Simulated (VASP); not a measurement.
# ZrC in VASP: notebook

Runs on ZrC. Level: PBEsol. Tasks: electric field gradients.

Everything below comes from runs of VASP 6.6.1. Logs are shortened: lines on timing, memory, paths and dates and some standing lists are left out, and cuts for length are marked.

### 1 The cell of the first run

The structure is tetragonal, space group I4/mmm (No. 139). Conventional cell: a = 3.423 Å, b = 3.423 Å, c = 4.700 Å, α = 90.00°, β = 90.00°, γ = 90.00°. Within 3.1 Å of Zr (site symmetry 4/mmm) lie 6 C at 2.35 to 2.42 Å. C (site symmetry 4/mmm) has 6 Zr at 2.35 to 2.42 Å within 3.1 Å.

### 2 Electric field gradients, PBEsol (equal xx and yy strain of +3 %)

Contents of INCAR:

```
PREC = Accurate
ENCUT = 520
EDIFF = 1E-8
ISMEAR = -1
SIGMA = 0.05
LREAL = F
LASPH = T
NELM = 100
ALGO = Normal
ISIF = 2
LWAVE = F
LCHARG = F
GGA = PS
LEFG = T
NBANDS = 15
```

Contents of KPOINTS:

```
regular mesh
0
Gamma
  15 15 15
```

Contents of POSCAR:

```
ZrC
1.0
    0.0000000000      2.4207163000      2.3502100000
    2.4207163000      0.0000000000      2.3502100000
    2.4207163000      2.4207163000      0.0000000000
Zr C
1 1
Direct
    0.5000000000      0.5000000000      0.5000000000
    0.0000000000      0.0000000000      0.0000000000
```

Potentials or basis: VASP PAW PBE potentials, release 64 (Zr_sv, C).

Command:

```console
$ cat potpaw_PBE.64/Zr_sv/POTCAR potpaw_PBE.64/C/POTCAR > POTCAR
$ mpirun -np 1 vasp_std > vasp.out
```

OUTCAR:

```text
PREC = Accurate
   ENCUT = 520
   EDIFF = 1E-8
   ISMEAR = -1
   LREAL = F
   LASPH = T
   NELM = 100
   ISIF = 2
   GGA = PS

 ion  position               nearest neighbor table
   1  0.500  0.500  0.500-   2 2.35   2 2.35   2 2.42   2 2.42   2 2.42   2 2.42
   2  0.000  0.000  0.000-   1 2.35   1 2.35   1 2.42   1 2.42   1 2.42   1 2.42

  LATTYP: Found a body centered tetragonal cell.
 ALAT       =     3.4234098221
 C/A-ratio  =     1.3730228761

  Lattice vectors:

 A1 = (   0.0000000000,  -2.4207163000,  -2.3502100000)
 A2 = (   0.0000000000,   2.4207163000,  -2.3502100000)
 A3 = (   2.4207163000,   0.0000000000,   2.3502100000)

Analysis of symmetry for initial positions (statically):
=====================================================================
 Subroutine PRICEL returns:
 Original cell was already a primitive cell.

 Routine SETGRP: Setting up the symmetry group for a
 body centered tetragonal supercell.

 Subroutine GETGRP returns: Found 16 space group operations
 (whereof 16 operations were pure point group operations)
 out of a pool of 16 trial point group operations.

The static configuration has the point symmetry D_4h.

Analysis of symmetry for dynamics (positions and initial velocities):
=====================================================================
 Subroutine PRICEL returns:
 Original cell was already a primitive cell.

 Routine SETGRP: Setting up the symmetry group for a
 body centered tetragonal supercell.

 Subroutine GETGRP returns: Found 16 space group operations
 (whereof 16 operations were pure point group operations)
 out of a pool of 16 trial point group operations.

The dynamic configuration has the point symmetry D_4h.

 Subroutine INISYM returns: Found 16 space group operations
 (whereof 16 operations are pure point group operations),
 and found     1 'primitive' translations

----------------------------------------------------------------------------------------

                                     Primitive cell

  volume of cell :      27.5438

  direct lattice vectors                    reciprocal lattice vectors
     0.000000000  2.420716300  2.350210000    -0.206550433  0.206550433  0.212746946
     2.420716300  0.000000000  2.350210000     0.206550433 -0.206550433  0.212746946
     2.420716300  2.420716300  0.000000000     0.206550433  0.206550433 -0.212746946

  length of vectors
     3.373922709  3.373922709  3.423409822     0.361368822  0.361368822  0.361368822

  position of ions in fractional coordinates (direct lattice)
     0.500000000  0.500000000  0.500000000
     0.000000000  0.000000000  0.000000000

  ion indices of the primitive-cell ions
   primitive index   ion index
                 1           1
                 2           2

----------------------------------------------------------------------------------------

 KPOINTS: regular mesh

Automatic generation of k-mesh.
 Grid dimensions read from file:
 generate k-points for:   15   15   15

 Generating k-lattice:

  Cartesian coordinates                     Fractional coordinates (reciprocal lattice)
    -0.013770029  0.013770029  0.014183130     0.066666667  0.000000000  0.000000000
     0.013770029 -0.013770029  0.014183130     0.000000000  0.066666667  0.000000000
     0.013770029  0.013770029 -0.014183130     0.000000000  0.000000000  0.066666667

  Length of vectors
     0.024091255  0.024091255  0.024091255

  Shift w.r.t. Gamma in fractional coordinates (k-lattice)
     0.000000000  0.000000000  0.000000000

 Subroutine IBZKPT returns following result:
 ===========================================

 Found    288 irreducible k-points:

 Following reciprocal coordinates:
            Coordinates               Weight
  0.000000  0.000000  0.000000      1.000000
  0.066667 -0.000000  0.000000      8.000000
  0.133333  0.000000  0.000000      8.000000
  0.200000  0.000000  0.000000      8.000000
  0.266667  0.000000  0.000000      8.000000
  0.333333  0.000000  0.000000      8.000000
[... 16 lines left out ...]
  0.133333  0.133333  0.000000      2.000000
  0.200000  0.133333  0.000000      8.000000
 [... further k-points ...]
   k-points           NKPTS =    288   k-points in BZ     NKDIM =    288   number of bands    NBANDS=     15
   number of dos      NEDOS =    301   number of ions     NIONS =      2
   total plane-waves  NPLWV =  21952
   dimension x,y,z NGX =    28 NGY =   28 NGZ =   28
   dimension x,y,z NGXF=    56 NGYF=   56 NGZF=   56
   ions per type =               1   1
   NGX,Y,Z   is equivalent  to a cutoff of  13.80, 13.80, 13.60 a.u.
   NGXF,Y,Z  is equivalent  to a cutoff of  27.59, 27.59, 27.19 a.u.
 SYSTEM =  unknown system
   PREC   = accura    normal or accurate (medium, high low for compatibility)
   ISTART =      0    job   : 0-new  1-cont  2-samecut
   ICHARG =      2    charge: 1-file 2-atom 10-const
   ISPIN  =      1    spin polarized calculation?
   LNONCOLLINEAR =      F non collinear calculations
   LSORBIT =      F    spin-orbit coupling
   LASPH  =      T    aspherical Exc in radial PAW
   ENCUT  =  520.0 eV  38.22 Ry    6.18 a.u.   6.27  6.27  6.37*2*pi/ulx,y,z
   NELM   =    100;   NELMIN=  2; NELMDL= -5     # of ELM steps
   EDIFF  = 0.1E-07   stopping-criterion for ELM
   LREAL  =      F    real-space projection
   EDIFFG = 0.1E-06   stopping-criterion for IOM
   NSW    =      0    number of steps for IOM
   IBRION =     -1    ionic relax: 0-MD 1-quasi-New 2-CG
   NFREE  =      0    steps in history (QN), initial steepest desc. (CG)
   ISIF   =      2    stress and relaxation
   ISYM   =      2    0-nonsym 1-usesym 2-fastsym
   POTIM  = 0.5000    time-step for ionic-motion
   TEBEG  =    0.0;   TEEND  =   0.0 temperature during run
   PSTRESS=    0.0 pullay stress
   NELECT =      16.0000    total number of electrons
   NUPDOWN=      -1.0000    fix difference up-down
   EMIN   =  10.00;   EMAX   =-10.00  energy-range for DOS
   EFERMI =   0.00;   METHOD = LEGACY
   ISMEAR =    -1;   SIGMA  =   0.05  broadening in eV -4-tet -1-fermi 0-gaus
   EFERMI_NEDOS =   21; number of points for ismear=-14 and -15
   IALGO  =     38    algorithm
   IMIX   =      4    mixing-type and parameters
     AMIX     =   0.40;   BMIX     =  1.00
     AMIX_MAG =   1.60;   BMIX_MAG =  1.00
  volume/ion in A,a.u.               =      13.77        92.94
  Fermi-wavevector in a.u.,A,eV,Ry     =   1.365966  2.581302 25.386623  1.865864
  Thomas-Fermi vector in A             =   2.492148
   LORBIT       =      0    0 simple, 1 ext, 2 COOP (PROOUT), +10 PAW based schemes
   GGA     = PS    functional components
   LHFCALC =     F    Hartree Fock is set to
   AEXX    =    0.0000 exact exchange contribution
   IVDW    =     0    specifies the selected vdW correction
   LEPSILON=     F    determine dielectric tensor
   LRPA    =     F    only Hartree local field effects (RPA)
 non-spin polarized calculation
  energy-cutoff  :      520.00
  volume of cell :       27.54
 maximum number of plane-waves:       755
 NGX is ok and might be reduce to    28
   NGX = 13   NGY = 13   NGZ = 13

 number of electron      16.0000000 magnetization

 Free energy of the ion-electron system (eV)
  ---------------------------------------------------
  ext. energy  EPLUGINS =         0.00000000
  ---------------------------------------------------
  free energy    TOTEN  =       -20.45422078 eV

  energy without entropy =      -20.45163924  energy(sigma->0) =      -20.45293001

 E-fermi :   8.8229     XC(G=0): -11.9898

 val. band max:        8.8062774981   @ k =   0.1333   0.0000   0.1333
 cond. band min:       8.8254443607   @ k =   0.4667   0.0000   0.4667
 fundamental gap:      0.0191668626
 Fermi energy:         8.8229027244

 k-point     1 :       0.0000    0.0000    0.0000
  band No.  band energies     occupation
      1     -39.3742      2.00000
      2     -17.1580      2.00000
      3     -17.1580      2.00000
      4     -17.1320      2.00000
      5      -2.2427      2.00000
      6       9.7202      0.00000
      7       9.7202      0.00000
      8       9.7763      0.00000
      9       9.7763      0.00000
     10       9.8513      0.00000
     11      10.0440      0.00000
     12      11.3062      0.00000
     13      11.5646      0.00000
     14      15.5301      0.00000
     15      19.1039      0.00000
[... 397 lines left out ...]
 k-point    24 :       0.2000    0.1333    0.0000
  band No.  band energies     occupation
      1     -39.3450      2.00000
      2     -17.3416      2.00000
      3     -17.2217      2.00000
      4     -17.2051      2.00000
      5      -1.4595      2.00000
      6       6.6215      2.00000
      7       8.0813      2.00000
      8       8.2663      1.99997
      9       9.4092      0.00002
     10      11.5718      0.00000
     11      12.0890      0.00000
     12      12.5686      0.00000
     13      14.0646      0.00000
     14      18.0489      0.00000
     15      21.1596      0.00000

 [... further k-points ...]
[... 5 lines left out ...]
  --------------------------------------------------------------------------------------
  -------------------------------------------------------------------------------------
  Total       -3.1123998     -3.1123998     -1.6748783      0.0000000     -0.0000000      0.0000000
  in kB     -181.0429015   -181.0429015    -97.4247704      0.0000000     -0.0000000      0.0000000
  external PRESSURE =    -153.1701911 kB  Pullay stress =       0.0000000 kB

 VOLUME and BASIS-vectors are now :
 -----------------------------------------------------------------------------
  energy-cutoff  :      520.00
  volume of cell :       27.54
      direct lattice vectors                 reciprocal lattice vectors
     0.000000000  2.420716300  2.350210000    -0.206550433  0.206550433  0.212746946
     2.420716300  0.000000000  2.350210000     0.206550433 -0.206550433  0.212746946
     2.420716300  2.420716300  0.000000000     0.206550433  0.206550433 -0.212746946

 POSITION                                       TOTAL-FORCE (eV/Angst)
 -----------------------------------------------------------------------------------
      2.42072      2.42072      2.35021         0.000000     -0.000000     -0.000000
      0.00000      0.00000      0.00000        -0.000000      0.000000      0.000000
 -----------------------------------------------------------------------------------
    total drift:                                0.000000      0.000000      0.000000

  FREE ENERGIE OF THE ION-ELECTRON SYSTEM (eV)
  ---------------------------------------------------
  free  energy   TOTEN  =       -20.4542207792 eV

  energy  without entropy=      -20.4516392393  energy(sigma->0) =      -20.45293001

 Electric field gradients (V/A^2)
---------------------------------------------------------------------
 ion       V_xx      V_yy      V_zz      V_xy      V_xz      V_yz
---------------------------------------------------------------------
   1      20.972    20.972   -41.943    -0.000    -0.000    -0.000
   2       1.882     1.882    -3.764    -0.000    -0.000    -0.000
---------------------------------------------------------------------

 Electric field gradients after diagonalization (V/A^2)
 (convention: |V_zz| > |V_xx| > |V_yy|)
----------------------------------------------------------------------
 ion       V_xx      V_yy      V_zz     asymmetry (V_yy - V_xx)/ V_zz
----------------------------------------------------------------------
   1      20.972    20.972   -41.943       0.000
   2       1.882     1.882    -3.764       0.000
----------------------------------------------------------------------

           NMR quadrupolar parameters

 Cq : quadrupolar parameter    Cq=e*Q*V_zz/h
 eta: asymmetry parameters     (V_yy - V_xx)/ V_zz
 Q  : nuclear electric quadrupole moment in mb (millibarn)
----------------------------------------------------------------------
 ion       Cq(MHz)       eta       Q (mb)
----------------------------------------------------------------------
   1      -0.101       0.000       1.000
   2      -0.009       0.000       1.000
----------------------------------------------------------------------
```

Run time: 74 s. Hardware: 1 thread of Intel Xeon Platinum 8559C (Emerald Rapids), shared host; peak memory 0.25 GiB.

What came out:

```
Free energy            : -20.4542 eV
Pressure               : -15.3 GPa
Band gap on the k mesh : zero (band 8 reaches 9.78 eV, above the bottom of band 9 at 8.30 eV)
```

Electric field gradients, principal values (V/Å²):
| atom | least | middle | greatest (by size) |
| --- | --- | --- | --- |
| 1 Zr | 20.972 | 20.972 | -41.943 |
| 2 C | 1.882 | 1.882 | -3.764 |

Caveat: the cell differs from its parent crystal (equal xx and yy strain of +3 %); without QUAD_EFG the Cq values of the log hold for a quadrupole moment of 1 mb, not for the nuclei; the PAW data sets were made with another functional, which shifts forces and pressure a little.

[end of part 1 of 3]
